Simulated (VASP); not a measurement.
Input of a VASP 6.6.1 run:

File INCAR:

```
SYSTEM = CdS
  PREC = Accurate
  ENCUT = 500
  EDIFF = 1E-6
  ISMEAR = -1
  SIGMA = 0.1
  LREAL = .False.
  LASPH = .True.
  NELM = 120
  ALGO = Normal
  ISIF = 2
  LWAVE = .False.
  LCHARG = .False.
  GGA = CA
  NBANDS = 26
  GGA_COMPAT = .False.
```

KPOINTS

```
Automatic mesh
0
Gamma
  6 4 6
  0 0 0
```

POSCAR

```
CdS
1.0
    3.7984316831      0.0000000000      0.0000000000
    0.0000000000      5.3701088934      0.0000000000
    0.0000000000      0.0000000000      3.7981081997
Cd S
2 2
Direct
    0.5000000000      0.5000000000      0.2430260000
    0.0000000000      0.0000000000      0.7569740000
    0.5000000000      0.0000000000      0.2551630000
    0.0000000000      0.5000000000      0.7448370000
```

Potentials or basis: VASP PAW LDA potentials, release 64 (Cd, S).

The run is started by

```sh
$ cat potpaw_LDA.64/Cd/POTCAR potpaw_LDA.64/S/POTCAR > POTCAR
$ mpirun -np 1 vasp_std > vasp.out
```

(1) Predict the band gap on the k mesh.

(2) What does it give for the pressure?

(3) What does it give for the largest force?

## Answers

(1) zero (filled and empty bands touch).

(2) -0.8 GPa.

(3) 0.026 eV/Å.

Caveat: semilocal functionals underestimate gaps, and a narrow one can read as zero.
